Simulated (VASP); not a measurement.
# Ti2Co (Fd-3m) in VASP: single point with PBEsol

Aim: the single point of Ti2Co with PBEsol.

Program: VASP 6.6.1. These are calculated values, not measurements. Logs are shortened: lines on timing, memory, paths and dates and some standing lists are left out, and cuts for length are marked.

### 1 The cell of the first run

Symmetry: Fd-3m, No. 227, cubic system. The conventional cell has a = 6.421 Å, b = 6.421 Å, c = 6.421 Å, α = 90.00°, β = 90.00°, γ = 90.00°. Ti (site symmetry -3m) has 6 Ti at 2.27 Å and 6 Co at 2.66 Å within 3.0 Å. Within 3.5 Å of Co (site symmetry -43m) lie 12 Ti at 2.66 Å and 4 Co at 2.78 Å.

### 2 Single point, PBEsol, collinear spin, ferromagnetic start (strain -0.080 along x and y, -0.080 along z)

INCAR reads:

```
ALGO = Normal ; EDIFF = 1E-6
ENCUT = 520 ; GGA = PS
ISIF = 2 ; ISMEAR = 0
ISPIN = 2 ; LASPH = True
LCHARG = False ; LMAXMIX = 4
LORBIT = 11 ; LREAL = False
LWAVE = False ; MAGMOM = 0 0 0 0 1.11 1.11
NBANDS = 46 ; NELM = 150
PREC = Accurate ; SIGMA = 0.15
```

KPOINTS reads:

```
k-points
0
Gamma
  12 12 12
```

POSCAR reads:

```
Ti2Co
1.0
    0.0000000000      3.2103520290      3.2103520290
    3.2103520290      0.0000000000      3.2103520290
    3.2103520290      3.2103520290      0.0000000000
Ti Co
4 2
Direct
    0.1250000000      0.1250000000      0.1250000000
    0.6250000000      0.1250000000      0.1250000000
    0.1250000000      0.1250000000      0.6250000000
    0.1250000000      0.6250000000      0.1250000000
    0.5000000000      0.5000000000      0.5000000000
    0.7500000000      0.7500000000      0.7500000000
```

Potentials or basis: VASP PAW PBE potentials, release 64 (Ti_sv, Co).

Launch:

```bash
> cat potpaw_PBE.64/Ti_sv/POTCAR potpaw_PBE.64/Co/POTCAR > POTCAR
> mpirun -np 1 vasp_std > vasp.out
```

OUTCAR:

```text
EDIFF = 1E-6
   ENCUT = 520
   GGA = PS
   ISIF = 2
   ISMEAR = 0
   ISPIN = 2
   LASPH = True
   LORBIT = 11
   LREAL = False
   NELM = 150
   PREC = Accurate

 ion  position               nearest neighbor table
   1  0.125  0.125  0.125-   2 2.27   3 2.27   4 2.27   3 2.27   4 2.27   2 2.27   6 2.66   5 2.66
                             6 2.66   5 2.66   6 2.66   5 2.66
   2  0.625  0.125  0.125-   1 2.27   3 2.27   4 2.27   1 2.27   3 2.27   4 2.27   5 2.66   6 2.66
                             5 2.66   6 2.66   6 2.66   5 2.66
   3  0.125  0.125  0.625-   1 2.27   1 2.27   2 2.27   4 2.27   4 2.27   2 2.27   6 2.66   5 2.66
                             6 2.66   5 2.66   6 2.66   5 2.66
   4  0.125  0.625  0.125-   1 2.27   3 2.27   1 2.27   2 2.27   3 2.27   2 2.27   6 2.66   5 2.66
                             6 2.66   5 2.66   6 2.66   5 2.66
   5  0.500  0.500  0.500-   3 2.66   4 2.66   2 2.66   3 2.66   2 2.66   4 2.66   1 2.66   1 2.66
                             1 2.66   3 2.66   2 2.66   4 2.66   6 2.78   6 2.78   6 2.78   6 2.78
   6  0.750  0.750  0.750-   2 2.66   4 2.66   2 2.66   3 2.66   3 2.66   4 2.66   1 2.66   1 2.66
                             1 2.66   3 2.66   4 2.66   2 2.66   5 2.78   5 2.78   5 2.78   5 2.78

  LATTYP: Found a face centered cubic cell.
 ALAT       =     6.4207040580

  Lattice vectors:

 A1 = (   0.0000000000,   3.2103520290,   3.2103520290)
 A2 = (   3.2103520290,   0.0000000000,   3.2103520290)
 A3 = (   3.2103520290,   3.2103520290,   0.0000000000)

Analysis of symmetry for initial positions (statically):
=====================================================================
 Subroutine PRICEL returns:
 Original cell was already a primitive cell.

 Routine SETGRP: Setting up the symmetry group for a
 face centered cubic supercell.

 Subroutine GETGRP returns: Found 48 space group operations
 (whereof 24 operations were pure point group operations)
 out of a pool of 48 trial point group operations.

The static configuration has the point symmetry T_d .
 The point group associated with its full space group is O_h .

Analysis of symmetry for dynamics (positions and initial velocities):
=====================================================================
 Subroutine PRICEL returns:
 Original cell was already a primitive cell.

 Routine SETGRP: Setting up the symmetry group for a
 face centered cubic supercell.

 Subroutine GETGRP returns: Found 48 space group operations
 (whereof 24 operations were pure point group operations)
 out of a pool of 48 trial point group operations.

The dynamic configuration has the point symmetry T_d .
 The point group associated with its full space group is O_h .

Analysis of structural, dynamic, and magnetic symmetry:
=====================================================================
 Subroutine PRICEL returns:
 Original cell was already a primitive cell.

 Routine SETGRP: Setting up the symmetry group for a
 face centered cubic supercell.

 Subroutine GETGRP returns: Found 48 space group operations
 (whereof 24 operations were pure point group operations)
 out of a pool of 48 trial point group operations.

The overall configuration has the point symmetry T_d .
 The point group associated with its full space group is O_h .

 Subroutine INISYM returns: Found 48 space group operations
 (whereof 24 operations are pure point group operations),
 and found     1 'primitive' translations

----------------------------------------------------------------------------------------

                                     Primitive cell

  volume of cell :      66.1741

  direct lattice vectors                    reciprocal lattice vectors
     0.000000000  3.210352029  3.210352029    -0.155746160  0.155746160  0.155746160
     3.210352029  0.000000000  3.210352029     0.155746160 -0.155746160  0.155746160
     3.210352029  3.210352029  0.000000000     0.155746160  0.155746160 -0.155746160

  length of vectors
     4.540123379  4.540123379  4.540123379     0.269760262  0.269760262  0.269760262

  position of ions in fractional coordinates (direct lattice)
     0.125000000  0.125000000  0.125000000
     0.625000000  0.125000000  0.125000000
     0.125000000  0.125000000  0.625000000
     0.125000000  0.625000000  0.125000000
     0.500000000  0.500000000  0.500000000
     0.750000000  0.750000000  0.750000000

  ion indices of the primitive-cell ions
   primitive index   ion index
                 1           1
                 2           2
                 3           3
                 4           4
                 5           5
                 6           6

----------------------------------------------------------------------------------------

 KPOINTS: k-points

Automatic generation of k-mesh.
 Grid dimensions read from file:
 generate k-points for:   12   12   12

 Generating k-lattice:

  Cartesian coordinates                     Fractional coordinates (reciprocal lattice)
    -0.012978847  0.012978847  0.012978847     0.083333333  0.000000000  0.000000000
     0.012978847 -0.012978847  0.012978847     0.000000000  0.083333333  0.000000000
     0.012978847  0.012978847 -0.012978847     0.000000000  0.000000000  0.083333333

  Length of vectors
     0.022480022  0.022480022  0.022480022

  Shift w.r.t. Gamma in fractional coordinates (k-lattice)
     0.000000000  0.000000000  0.000000000

 Subroutine IBZKPT returns following result:
 ===========================================

 Found     72 irreducible k-points:

 Following reciprocal coordinates:
            Coordinates               Weight
  0.000000  0.000000  0.000000      1.000000
  0.083333  0.000000  0.000000      8.000000
  0.166667  0.000000  0.000000      8.000000
  0.250000  0.000000  0.000000      8.000000
  0.333333  0.000000  0.000000      8.000000
  0.416667  0.000000  0.000000      8.000000
[... 16 lines left out ...]
  0.500000  0.166667  0.000000     24.000000
 -0.416667  0.166667  0.000000     24.000000
 [... further k-points ...]
   k-points           NKPTS =     72   k-points in BZ     NKDIM =     72   number of bands    NBANDS=     46
   number of dos      NEDOS =    301   number of ions     NIONS =      6
   total plane-waves  NPLWV =  46656
   dimension x,y,z NGX =    36 NGY =   36 NGZ =   36
   dimension x,y,z NGXF=    72 NGYF=   72 NGZF=   72
   ions per type =               4   2
   NGX,Y,Z   is equivalent  to a cutoff of  13.18, 13.18, 13.18 a.u.
   NGXF,Y,Z  is equivalent  to a cutoff of  26.36, 26.36, 26.36 a.u.
 SYSTEM =  unknown system
   PREC   = accura    normal or accurate (medium, high low for compatibility)
   ISTART =      0    job   : 0-new  1-cont  2-samecut
   ICHARG =      2    charge: 1-file 2-atom 10-const
   ISPIN  =      2    spin polarized calculation?
   LNONCOLLINEAR =      F non collinear calculations
   LSORBIT =      F    spin-orbit coupling
   LASPH  =      T    aspherical Exc in radial PAW
   ENCUT  =  520.0 eV  38.22 Ry    6.18 a.u.   8.44  8.44  8.44*2*pi/ulx,y,z
   NELM   =    150;   NELMIN=  2; NELMDL= -5     # of ELM steps
   EDIFF  = 0.1E-05   stopping-criterion for ELM
   LREAL  =      F    real-space projection
   EDIFFG = 0.1E-04   stopping-criterion for IOM
   NSW    =      0    number of steps for IOM
   IBRION =     -1    ionic relax: 0-MD 1-quasi-New 2-CG
   NFREE  =      0    steps in history (QN), initial steepest desc. (CG)
   ISIF   =      2    stress and relaxation
   ISYM   =      2    0-nonsym 1-usesym 2-fastsym
   POTIM  = 0.5000    time-step for ionic-motion
   TEBEG  =    0.0;   TEEND  =   0.0 temperature during run
   PSTRESS=    0.0 pullay stress
   NELECT =      66.0000    total number of electrons
   NUPDOWN=      -1.0000    fix difference up-down
   EMIN   =  10.00;   EMAX   =-10.00  energy-range for DOS
   EFERMI =   0.00;   METHOD = LEGACY
   ISMEAR =     0;   SIGMA  =   0.15  broadening in eV -4-tet -1-fermi 0-gaus
   EFERMI_NEDOS =   21; number of points for ismear=-14 and -15
   IALGO  =     38    algorithm
   IMIX   =      4    mixing-type and parameters
     AMIX     =   0.40;   BMIX     =  1.00
     AMIX_MAG =   1.60;   BMIX_MAG =  1.00
  volume/ion in A,a.u.               =      11.03        74.43
  Fermi-wavevector in a.u.,A,eV,Ry     =   1.635662  3.090952 36.400880  2.675389
  Thomas-Fermi vector in A             =   2.727097
   LORBIT       =     11    0 simple, 1 ext, 2 COOP (PROOUT), +10 PAW based schemes
   GGA     = PS    functional components
   LHFCALC =     F    Hartree Fock is set to
   AEXX    =    0.0000 exact exchange contribution
   IVDW    =     0    specifies the selected vdW correction
   LEPSILON=     F    determine dielectric tensor
   LRPA    =     F    only Hartree local field effects (RPA)
 spin polarized calculation
 Gauss-broadening in eV      SIGMA  =   0.15
  energy-cutoff  :      520.00
  volume of cell :       66.17
 maximum number of plane-waves:      1812
 NGX is ok and might be reduce to    36
   NGX = 17   NGY = 17   NGZ = 17

 number of electron      66.0000026 magnetization       0.0007677

 Free energy of the ion-electron system (eV)
  ---------------------------------------------------
  ext. energy  EPLUGINS =         0.00000000
  ---------------------------------------------------
  free energy    TOTEN  =       -43.91397961 eV

  energy without entropy =      -43.82086827  energy(sigma->0) =      -43.86742394

 E-fermi :  11.8482     XC(G=0): -13.8020

 val. band max:       11.8473810297   @ k =   0.0833   0.0833   0.0000
 cond. band min:      11.8489605989   @ k =   0.1667   0.0000   0.0000
 fundamental gap:      0.0015795692
 Fermi energy:        11.8481887874

 spin component 1

 k-point     1 :       0.0000    0.0000    0.0000
  band No.  band energies     occupation
      1     -44.2718      1.00000
      2     -43.1511      1.00000
      3     -43.1511      1.00000
      4     -43.1511      1.00000
      5     -23.0990      1.00000
      6     -21.0697      1.00000
[... 37 lines left out ...]
     44      17.0763      0.00000
     45      17.4697      0.00000
[... 1063 lines left out ...]
      5     -22.1909      1.00000
      6     -20.8555      1.00000
[... 37 lines left out ...]
     44      16.2794      0.00000
     45      16.5180      0.00000

 [... further k-points ...]

 spin component 2

 k-point     1 :       0.0000    0.0000    0.0000
  band No.  band energies     occupation
      1     -44.2718      1.00000
      2     -43.1511      1.00000
      3     -43.1511      1.00000
      4     -43.1511      1.00000
      5     -23.0990      1.00000
      6     -21.0697      1.00000
[... 37 lines left out ...]
     44      17.0763      0.00000
     45      17.4698      0.00000
[... 1063 lines left out ...]
      5     -22.1908      1.00000
      6     -20.8555      1.00000
[... 37 lines left out ...]
     44      16.2794      0.00000
     45      16.5180      0.00000

 [... further k-points ...]

 [bands above 45 left out]

------------------------ aborting loop because EDIFF is reached ----------------------------------------

  FORCE on cell =-STRESS in cart. coord.  units (eV):
  Direction    XX          YY          ZZ          XY          YZ          ZX
  --------------------------------------------------------------------------------------
  -------------------------------------------------------------------------------------
  Total       20.9481531     20.9481531     20.9481531      0.0000000      0.0000000      0.0000000
  in kB      507.1872807    507.1872807    507.1872807      0.0000000      0.0000000      0.0000000
  external PRESSURE =     507.1872807 kB  Pullay stress =       0.0000000 kB

 VOLUME and BASIS-vectors are now :
 -----------------------------------------------------------------------------
  energy-cutoff  :      520.00
  volume of cell :       66.17
      direct lattice vectors                 reciprocal lattice vectors
     0.000000000  3.210352029  3.210352029    -0.155746160  0.155746160  0.155746160
     3.210352029  0.000000000  3.210352029     0.155746160 -0.155746160  0.155746160
     3.210352029  3.210352029  0.000000000     0.155746160  0.155746160 -0.155746160

 POSITION                                       TOTAL-FORCE (eV/Angst)
 -----------------------------------------------------------------------------------
      0.80259      0.80259      0.80259        -0.000000      0.000000     -0.000000
      0.80259      2.40776      2.40776        -0.000000      0.000000     -0.000000
      2.40776      2.40776      0.80259        -0.000000      0.000000     -0.000000
      2.40776      0.80259      2.40776        -0.000000      0.000000      0.000000
      3.21035      3.21035      3.21035         0.000000     -0.000000      0.000000
      4.81553      4.81553      4.81553        -0.000000      0.000000     -0.000000
 -----------------------------------------------------------------------------------
    total drift:                                0.000000      0.000000      0.000000

  FREE ENERGIE OF THE ION-ELECTRON SYSTEM (eV)
  ---------------------------------------------------
  free  energy   TOTEN  =       -43.9139796124 eV

  energy  without entropy=      -43.8208682661  energy(sigma->0) =      -43.86742394

 total charge

# of ion       s       p       d       tot
------------------------------------------
    1        2.333   6.194   2.552  11.079
    2        2.333   6.194   2.552  11.079
    3        2.333   6.194   2.552  11.079
    4        2.333   6.194   2.552  11.079
    5        0.515   0.564   7.283   8.362
    6        0.515   0.564   7.283   8.362
--------------------------------------------------
tot         10.360  25.905  24.776  61.042

 magnetization (x)

# of ion       s       p       d       tot
------------------------------------------
    1       -0.000  -0.000   0.000  -0.000
    2       -0.000  -0.000   0.000  -0.000
    3       -0.000  -0.000   0.000  -0.000
    4       -0.000  -0.000   0.000  -0.000
    5        0.000  -0.000   0.000   0.000
    6        0.000  -0.000   0.000   0.000
--------------------------------------------------
tot         -0.000  -0.000   0.001   0.001
```

It took 6.5 min on 1 thread of Intel Xeon Platinum 8488C (Sapphire Rapids), shared host; peak memory 0.45 GiB.

What came out:

```yaml
Free_energy: -43.9140 eV
Pressure: 50.7 GPa
Band_gap_on_the_k_mesh: zero (filled and empty bands overlap)
Net_moment: 0.00 μB per cell
Valence_electrons_inside_the_program's_atomic_spheres: Ti 11.08; Co 8.36
```

Caveat: the cell differs from its parent crystal (strain -0.080 along x and y, -0.080 along z); the cell stands under pressure; the moments typed at the start vanished in this run; the PAW data sets were made with another functional, which shifts forces and pressure a little.
